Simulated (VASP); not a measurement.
# Ta5W3 in VASP: single point with PBE

Aim: the single point of Ta5W3 with PBE.

Everything below comes from runs of VASP 6.6.1. Logs are shortened: lines on timing, memory, paths and dates and some standing lists are left out, and cuts for length are marked.

## Step 1: The cell of the first run

The typed cell holds 16 atoms: a = 6.538 Å, b = 6.521 Å, c = 6.520 Å, α = 89.90°, β = 90.04°, γ = 89.96°.

## Step 2: Single point, PBE

INCAR

```
  ALGO = Fast
  EDIFF = 1E-7
  ENCUT = 520
  GGA = PE
  ISIF = 2
  ISMEAR = 0
  LASPH = True
  LCHARG = False
  LREAL = Auto
  LUSENCCL = False
  LWAVE = False
  NBANDS = 111
  NELM = 80
  PREC = Accurate
  SIGMA = 0.1
```

KPOINTS

```
k-points
0
Gamma
  5 5 5
```

POSCAR

```
Ta5W3
1.0
    6.5383580000      0.0022680000     -0.0022220000
    0.0022290000      6.5205660000      0.0058010000
   -0.0021790000      0.0058070000      6.5196460000
Ta W
10 6
Direct
    0.4982451754      0.0010531157      0.0018837196
    0.0021874535      0.0016620056      0.4976836038
    0.4980153417      0.4970279930      0.0023208997
    0.4982013307      0.0014170121      0.4979296322
    0.2440348821      0.7472283953      0.2475873632
    0.2440370222      0.2517599178      0.7521165882
    0.4982460047      0.4974649427      0.4982926250
    0.7559383981      0.7469386820      0.2477751861
    0.7559388540      0.2515707346      0.7524050498
    0.7557552987      0.7475152174      0.7518251110
    0.0015946040      0.0009804998      0.0014870767
    0.0012694033      0.4974870416      0.0018561598
    0.2444596793      0.2510225750      0.2483217125
    0.7543772151      0.2507219769      0.2486224172
    0.0015989584      0.4978520617      0.4983604769
    0.2454296543      0.7481557902      0.7511944619
```

Potentials or basis: VASP PAW PBE potentials, release 64 (Ta_pv, W_sv).

Launch:

```bash
$ cat potpaw_PBE.64/Ta_pv/POTCAR potpaw_PBE.64/W_sv/POTCAR > POTCAR
$ mpirun -np 1 vasp_std > vasp.out
```

OUTCAR:

```text
EDIFF = 1E-7
   ENCUT = 520
   GGA = PE
   ISIF = 2
   ISMEAR = 0
   LASPH = True
   LREAL = Auto
   NELM = 80
   PREC = Accurate

 ion  position               nearest neighbor table
   1  0.498  0.001  0.002-  13 2.83  14 2.84   5 2.84   6 2.84  16 2.85   8 2.85   9 2.85  10 2.87
                             3 3.23   4 3.23  11 3.25   4 3.29   3 3.29  11 3.29
   2  0.002  0.002  0.498-  13 2.79  14 2.81   5 2.81   6 2.81  16 2.82   9 2.83   8 2.83  10 2.84
                            11 3.24  15 3.24   4 3.24  11 3.28  15 3.29   4 3.30
   3  0.498  0.497  0.002-  13 2.81  14 2.82   5 2.83   6 2.83   9 2.84   8 2.84  16 2.84  10 2.86
                             7 3.23   1 3.23  12 3.25   7 3.29   1 3.29  12 3.29
   4  0.498  0.001  0.498-  13 2.83  14 2.84   6 2.86   5 2.86  16 2.86   8 2.87   9 2.87  10 2.88
                             1 3.23   7 3.23   2 3.24   1 3.29   7 3.29   2 3.30
   5  0.244  0.747  0.248-  12 2.78  11 2.79  15 2.80   2 2.81   3 2.83   1 2.84   7 2.84   4 2.86
                             8 3.19  13 3.24  16 3.24  16 3.28  13 3.29   8 3.35
   6  0.244  0.252  0.752-  12 2.78  15 2.79  11 2.80   2 2.81   3 2.83   7 2.84   1 2.84   4 2.86
                             9 3.19  13 3.24  16 3.24  16 3.28  13 3.28   9 3.35
   7  0.498  0.497  0.498-  13 2.83  14 2.84   6 2.84   5 2.84  16 2.85   9 2.85   8 2.85  10 2.87
                             3 3.23   4 3.23  15 3.25   4 3.29   3 3.29  15 3.29
   8  0.756  0.747  0.248-  12 2.79  15 2.81  11 2.81   2 2.83   3 2.84   1 2.85   7 2.85   4 2.87
                             5 3.19  10 3.23  14 3.24  14 3.28  10 3.29   5 3.35
   9  0.756  0.252  0.752-  12 2.79  11 2.81  15 2.81   2 2.83   3 2.84   7 2.85   1 2.85   4 2.87
                             6 3.19  10 3.23  14 3.24  14 3.28  10 3.29   6 3.35
  10  0.756  0.748  0.752-  12 2.81  15 2.82  11 2.82   2 2.84   3 2.86   7 2.87   1 2.87   4 2.88
                            16 3.20   8 3.23   9 3.23   8 3.29   9 3.29  16 3.34
  11  0.002  0.001  0.001-  13 2.79   5 2.79   6 2.80  14 2.81   9 2.81   8 2.81  16 2.82  10 2.82
                             2 3.24  12 3.24   1 3.25  12 3.28   2 3.28   1 3.29
  12  0.001  0.497  0.002-  13 2.77   6 2.78   5 2.78  14 2.79   8 2.79   9 2.79  10 2.81  16 2.81
                            15 3.24  11 3.24   3 3.25  15 3.28  11 3.28   3 3.29
  13  0.244  0.251  0.248-  12 2.77  15 2.79  11 2.79   2 2.79   3 2.81   1 2.83   7 2.83   4 2.83
                            14 3.20   6 3.24   5 3.24   6 3.28   5 3.29  14 3.33
  14  0.754  0.251  0.249-  12 2.79  11 2.81  15 2.81   2 2.81   3 2.82   7 2.84   1 2.84   4 2.84
                            13 3.20   9 3.24   8 3.24   9 3.28   8 3.28  13 3.33
  15  0.002  0.498  0.498-  13 2.79   6 2.79   5 2.80  14 2.81   8 2.81   9 2.81  16 2.82  10 2.82
                             2 3.24  12 3.24   7 3.25  12 3.28   2 3.29   7 3.29
  16  0.245  0.748  0.751-  12 2.81  11 2.82  15 2.82   2 2.82   3 2.84   7 2.85   1 2.85   4 2.86
                            10 3.20   5 3.24   6 3.24   5 3.28   6 3.28  10 3.34

  LATTYP: Found a triclinic cell.
 ALAT       =     6.5196489503
 B/A-ratio  =     1.4130538907
 C/A-ratio  =     1.7348087344
 COS(alpha) =     0.0004421701
 COS(beta)  =     0.5778482320
 COS(gamma) =     0.7064270740

  Lattice vectors:

 A1 = (   0.0021790000,  -0.0058070000,  -6.5196460000)
 A2 = (   0.0044080000,   6.5147590000,  -6.5138450000)
 A3 = (   6.5383080000,  -6.5241050000,  -6.5276690000)

Analysis of symmetry for initial positions (statically):
=====================================================================
 Subroutine PRICEL returns:
 Original cell was already a primitive cell.

 Routine SETGRP: Setting up the symmetry group for a
 triclinic supercell.

 Subroutine GETGRP returns: Found  1 space group operations
 (whereof  1 operations were pure point group operations)
 out of a pool of  2 trial point group operations.

The static configuration has the point symmetry C_1 .

Analysis of symmetry for dynamics (positions and initial velocities):
=====================================================================
 Subroutine PRICEL returns:
 Original cell was already a primitive cell.

 Routine SETGRP: Setting up the symmetry group for a
 triclinic supercell.

 Subroutine GETGRP returns: Found  1 space group operations
 (whereof  1 operations were pure point group operations)
 out of a pool of  2 trial point group operations.

The dynamic configuration has the point symmetry C_1 .

 Subroutine INISYM returns: Found  1 space group operations
 (whereof  1 operations are pure point group operations),
 and found     1 'primitive' translations

----------------------------------------------------------------------------------------

                                     Primitive cell

  volume of cell :     277.9570

  direct lattice vectors                    reciprocal lattice vectors
     6.538358000  0.002268000 -0.002222000     0.152943634 -0.000052328  0.000051164
     0.002229000  6.520566000  0.005801000    -0.000053244  0.153361060 -0.000136615
    -0.002179000  0.005807000  6.519646000     0.000052173 -0.000136474  0.153382700

  length of vectors
     6.538358771  6.520568961  6.519648950     0.152943651  0.153361130  0.153382770

  position of ions in fractional coordinates (direct lattice)
     0.498245175  0.001053116  0.001883720
     0.002187453  0.001662006  0.497683604
     0.498015342  0.497027993  0.002320900
     0.498201331  0.001417012  0.497929632
     0.244034882  0.747228395  0.247587363
     0.244037022  0.251759918  0.752116588
[... 8 lines left out ...]
     0.001598958  0.497852062  0.498360477
     0.245429654  0.748155790  0.751194462

  ion indices of the primitive-cell ions
   primitive index   ion index
                 1           1
                 2           2
                 3           3
                 4           4
                 5           5
                 6           6
[... 8 lines left out ...]
                15          15
                16          16

----------------------------------------------------------------------------------------

 KPOINTS: k-points

Automatic generation of k-mesh.
 Grid dimensions read from file:
 generate k-points for:    5    5    5

 Generating k-lattice:

  Cartesian coordinates                     Fractional coordinates (reciprocal lattice)
     0.030588727 -0.000010466  0.000010233     0.200000000 -0.000000000 -0.000000000
    -0.000010649  0.030672212 -0.000027323     0.000000000  0.200000000  0.000000000
     0.000010435 -0.000027295  0.030676540     0.000000000  0.000000000  0.200000000

  Length of vectors
     0.030588730  0.030672226  0.030676554

  Shift w.r.t. Gamma in fractional coordinates (k-lattice)
     0.000000000  0.000000000  0.000000000

 Subroutine IBZKPT returns following result:
 ===========================================

 Found     63 irreducible k-points:

 Following reciprocal coordinates:
            Coordinates               Weight
  0.000000  0.000000  0.000000      1.000000
  0.200000  0.000000  0.000000      2.000000
  0.400000  0.000000  0.000000      2.000000
  0.000000  0.200000  0.000000      2.000000
  0.200000  0.200000  0.000000      2.000000
  0.400000  0.200000  0.000000      2.000000
[... 16 lines left out ...]
 -0.200000  0.200000  0.200000      2.000000
  0.000000  0.400000  0.200000      2.000000
 [... further k-points ...]
   k-points           NKPTS =     63   k-points in BZ     NKDIM =     63   number of bands    NBANDS=    111
   number of dos      NEDOS =    301   number of ions     NIONS =     16
   total plane-waves  NPLWV = 115200
   dimension x,y,z NGX =    50 NGY =   48 NGZ =   48
   dimension x,y,z NGXF=   100 NGYF=   96 NGZF=   96
   ions per type =              10   6
   NGX,Y,Z   is equivalent  to a cutoff of  12.71, 12.24, 12.24 a.u.
   NGXF,Y,Z  is equivalent  to a cutoff of  25.43, 24.48, 24.48 a.u.
 SYSTEM =  unknown system
   PREC   = accura    normal or accurate (medium, high low for compatibility)
   ISTART =      0    job   : 0-new  1-cont  2-samecut
   ICHARG =      2    charge: 1-file 2-atom 10-const
   ISPIN  =      1    spin polarized calculation?
   LNONCOLLINEAR =      F non collinear calculations
   LSORBIT =      F    spin-orbit coupling
   LASPH  =      T    aspherical Exc in radial PAW
   ENCUT  =  520.0 eV  38.22 Ry    6.18 a.u.  12.16 12.12 12.12*2*pi/ulx,y,z
   NELM   =     80;   NELMIN=  2; NELMDL= -5     # of ELM steps
   EDIFF  = 0.1E-06   stopping-criterion for ELM
   LREAL  =      T    real-space projection
   EDIFFG = 0.1E-05   stopping-criterion for IOM
   NSW    =      0    number of steps for IOM
   IBRION =     -1    ionic relax: 0-MD 1-quasi-New 2-CG
   NFREE  =      0    steps in history (QN), initial steepest desc. (CG)
   ISIF   =      2    stress and relaxation
   ISYM   =      2    0-nonsym 1-usesym 2-fastsym
   POTIM  = 0.5000    time-step for ionic-motion
   TEBEG  =    0.0;   TEEND  =   0.0 temperature during run
   PSTRESS=    0.0 pullay stress
   NELECT =     194.0000    total number of electrons
   NUPDOWN=      -1.0000    fix difference up-down
   EMIN   =  10.00;   EMAX   =-10.00  energy-range for DOS
   EFERMI =   0.00;   METHOD = LEGACY
   ISMEAR =     0;   SIGMA  =   0.10  broadening in eV -4-tet -1-fermi 0-gaus
   EFERMI_NEDOS =   21; number of points for ismear=-14 and -15
   IALGO  =     68    algorithm
   IMIX   =      4    mixing-type and parameters
     AMIX     =   0.40;   BMIX     =  1.00
     AMIX_MAG =   1.60;   BMIX_MAG =  1.00
  volume/ion in A,a.u.               =      17.37       117.23
  Fermi-wavevector in a.u.,A,eV,Ry     =   1.452166  2.744196 28.691771  2.108786
  Thomas-Fermi vector in A             =   2.569579
   LORBIT       =      0    0 simple, 1 ext, 2 COOP (PROOUT), +10 PAW based schemes
   GGA     = PE    functional components
   LHFCALC =     F    Hartree Fock is set to
   AEXX    =    0.0000 exact exchange contribution
   IVDW    =     0    specifies the selected vdW correction
   LEPSILON=     F    determine dielectric tensor
   LRPA    =     F    only Hartree local field effects (RPA)
 non-spin polarized calculation
 RMM-DIIS sequential band-by-band and
 Gauss-broadening in eV      SIGMA  =   0.10
  energy-cutoff  :      520.00
  volume of cell :      277.96
 maximum number of plane-waves:      7499
 NGX is ok and might be reduce to    50
   NGX = 25   NGY = 25   NGZ = 25

 number of electron     194.0000017 magnetization

 Free energy of the ion-electron system (eV)
  ---------------------------------------------------
  ext. energy  EPLUGINS =         0.00000000
  ---------------------------------------------------
  free energy    TOTEN  =      -196.73569674 eV

  energy without entropy =     -196.65064051  energy(sigma->0) =     -196.69316862

 E-fermi :   7.1778     XC(G=0): -12.9210

 val. band max:        7.1717443193   @ k =   0.0000  -0.2000   0.2000
 cond. band min:       7.1796742744   @ k =   0.0000  -0.2000   0.4000
 fundamental gap:      0.0079299551
 Fermi energy:         7.1778093503

 k-point     1 :       0.0000    0.0000    0.0000
  band No.  band energies     occupation
      1     -66.2054      2.00000
      2     -66.1830      2.00000
      3     -66.1489      2.00000
      4     -66.1335      2.00000
      5     -66.1202      2.00000
      6     -66.1039      2.00000
[... 101 lines left out ...]
    108       8.8307      0.00000
    109      10.0045      0.00000

 k-point     2 :       0.2000    0.0000    0.0000
  band No.  band energies     occupation
      1     -66.2053      2.00000
      2     -66.1828      2.00000
      3     -66.1493      2.00000
      4     -66.1335      2.00000
      5     -66.1201      2.00000
      6     -66.1038      2.00000
[... 2456 lines left out ...]
 k-point    24 :       0.0000    0.4000    0.2000
  band No.  band energies     occupation
      1     -66.2038      2.00000
      2     -66.1851      2.00000
      3     -66.1498      2.00000
      4     -66.1308      2.00000
      5     -66.1216      2.00000
      6     -66.1039      2.00000
[... 101 lines left out ...]
    108       9.3141      0.00000
    109       9.3556      0.00000

 [... further k-points ...]

 [bands above 109 left out]

------------------------ aborting loop because EDIFF is reached ----------------------------------------

  FORCE on cell =-STRESS in cart. coord.  units (eV):
  Direction    XX          YY          ZZ          XY          YZ          ZX
  --------------------------------------------------------------------------------------
  -------------------------------------------------------------------------------------
  Total       -0.8234549     -1.1527855     -1.1205658      0.0620121      0.2017589     -0.0650061
  in kB       -4.7464928     -6.6447938     -6.4590757      0.3574450      1.1629628     -0.3747031
  external PRESSURE =      -5.9501208 kB  Pullay stress =       0.0000000 kB

 VOLUME and BASIS-vectors are now :
 -----------------------------------------------------------------------------
  energy-cutoff  :      520.00
  volume of cell :      277.96
      direct lattice vectors                 reciprocal lattice vectors
     6.538358000  0.002268000 -0.002222000     0.152943634 -0.000052328  0.000051164
     0.002229000  6.520566000  0.005801000    -0.000053244  0.153361060 -0.000136615
    -0.002179000  0.005807000  6.519646000     0.000052173 -0.000136474  0.153382700

 POSITION                                       TOTAL-FORCE (eV/Angst)
 -----------------------------------------------------------------------------------
      3.25770      0.00801      0.01118        -0.005280     -0.011706     -0.004265
      0.01322      0.01373      3.24473         0.008790     -0.031534      0.031525
      3.25731      3.24205      0.01691        -0.015221      0.004450     -0.005185
      3.25634      0.01326      3.24523        -0.001296     -0.013838      0.013331
      1.59671      4.87434      1.61797        -0.004413      0.028784      0.017710
      1.59452      1.64654      4.90445        -0.004892     -0.017526     -0.028527
[... 8 lines left out ...]
      0.01048      3.24917      3.25202         0.014082      0.024904      0.026863
      1.60474      4.88332      4.90132         0.013444      0.025710     -0.026139
 -----------------------------------------------------------------------------------
    total drift:                               -0.001621      0.001314     -0.001594

  FREE ENERGIE OF THE ION-ELECTRON SYSTEM (eV)
  ---------------------------------------------------
  free  energy   TOTEN  =      -196.7356967416 eV

  energy  without entropy=     -196.6506405083  energy(sigma->0) =     -196.69316862
```

Run time: 7.8 min. Hardware: 1 × NVIDIA H100 80GB with 1 thread of AMD EPYC 7R13 (Zen 3), shared host; peak memory 2.2 GiB.

What came out:

| Item | Value |
| --- | --- |
| Free energy | -196.7357 eV |
| Pressure | -0.6 GPa |
| Largest force | 0.061 eV/Å |
| Band gap on the k mesh | zero (bands 97 and 98 overlap by 1.94 eV) |

Forces on the atoms (eV/Å):
```
Ta  -0.005 -0.012 -0.004
Ta   0.009 -0.032  0.032
Ta  -0.015  0.004 -0.005
Ta  -0.001 -0.014  0.013
Ta  -0.004  0.029  0.018
Ta  -0.005 -0.018 -0.029
Ta  -0.005  0.004  0.012
Ta   0.005  0.031  0.014
Ta   0.006 -0.014 -0.031
Ta   0.005  0.022 -0.023
W    0.013 -0.027 -0.025
W    0.016  0.024 -0.025
W    0.002 -0.023  0.024
W   -0.048 -0.027  0.027
W    0.014  0.025  0.027
W    0.013  0.026 -0.026
```

Caveat: spin-orbit coupling is left out, which moves the levels of the heavy elements.
